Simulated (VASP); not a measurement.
# Ga2O5 (cubic X2O5 type): single point with PBE

Crystal: Ga2O5 (cubic X2O5 type).

```
Ga O
1.0
     5.17253    0.00000    0.00000
     0.00000    5.17253    0.00000
     0.00000    0.00000    5.17253
Ga O
4 10
Cartesian
  0.0000 0.0000 0.0000
  2.5863 2.5863 0.0000
  2.5863 0.0000 2.5863
  0.0000 2.5863 2.5863
  2.5863 0.0000 0.0000
  0.0000 2.5863 0.0000
  0.0000 0.0000 2.5863
  2.5863 2.5863 2.5863
  3.8794 3.8794 1.2931
  3.8794 1.2931 3.8794
  1.2931 3.8794 3.8794
  3.8794 1.2931 1.2931
  1.2931 3.8794 1.2931
  1.2931 1.2931 3.8794
```

* Program: VASP 6.6.1
* Task: single point
* Functional: PBE
* Potentials or basis: VASP PAW PBE potentials, release 64 (Ga_d, O)
* Cutoff: 520 eV
* k mesh: 11 × 11 × 11
* Occupations: fermi-dirac, width 0.0612256 eV
* Spin: no spin polarisation

```yaml
Pressure: -2.6 GPa
Band_gap_on_the_k_mesh: zero (bands 56 and 57 overlap by 0.41 eV)
```

Levels at points of the mesh, in eV from the Fermi level:
```csv
k point,band 54,band 55,band 56,band 57,band 58,band 59
"(0.00, 0.00, 0.00)",-0.73,-0.73,0.18,0.18,0.18,0.41
```

Wall time 11 min on 1 thread of Intel(R) Xeon(R) Platinum 8488C (Sapphire Rapids), on a shared host, peak memory 0.48 GiB.
